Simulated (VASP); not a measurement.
Write the native input for VASP 6.6.1 that does the following.

```yaml
Task: single point
Functional: PBEsol
Potentials_or_basis: VASP PAW PBE potentials, release 64 (Ru_pv)
Cutoff: 520 eV
k_mesh: 18 × 18 × 10
Occupations: gaussian, width 0.15 eV
Spin: no spin polarisation
Dipole_correction: no
Further_INCAR_settings: ALGO = Normal; EDIFF = 1e-06; NBANDS = 21
```

The structure of Ru lies in POSCAR:

```
Ru
1.0
    2.6520000000      0.0000000000      0.0000000000
   -1.3260000000      2.2966993709      0.0000000000
    0.0000000000      0.0000000000      4.5586000000
Ru
2
Direct
    0.3333333333      0.6666666667      0.2500000000
    0.6666666667      0.3333333333      0.7500000000
```

These files were run (other wordings do the same):

INCAR

```
SYSTEM = Ru
PREC     = Accurate       ! precision mode
ENCUT    = 520            ! plane-wave cutoff, eV
EDIFF    = 1E-6           ! SCF threshold, eV
ISMEAR   = 0              ! smearing method
SIGMA    = 0.15           ! smearing width, eV
LREAL    = .False.        ! projectors in reciprocal space
LASPH    = .True.         ! aspherical terms in the spheres
NELM     = 100            ! most SCF steps
ALGO     = Normal         ! electronic algorithm
ISIF     = 2              ! what is computed and relaxed
LWAVE    = .False.        ! write WAVECAR
LCHARG   = .False.        ! write CHGCAR
GGA      = PS             ! functional
NBANDS   = 21             ! bands
```

KPOINTS

```
Automatic mesh
0
Gamma
  18 18 10
  0 0 0
```

Potentials or basis: VASP PAW PBE potentials, release 64 (Ru_pv).

Launch:

```console
$ cat potpaw_PBE.64/Ru_pv/POTCAR > POTCAR
$ mpirun -np 1 vasp_std > vasp.out
```

Results of the run:

- Pressure: -11.4 GPa
- Band gap on the k mesh: zero (band 14 reaches 13.83 eV, above the bottom of band 15 at 11.01 eV)

Caveat: the PAW data sets were made with another functional, which shifts forces and pressure a little.

It took 55 s on 1 thread of Intel(R) Xeon(R) Platinum 8488C (Sapphire Rapids) (shared host), peak memory 0.22 GiB.
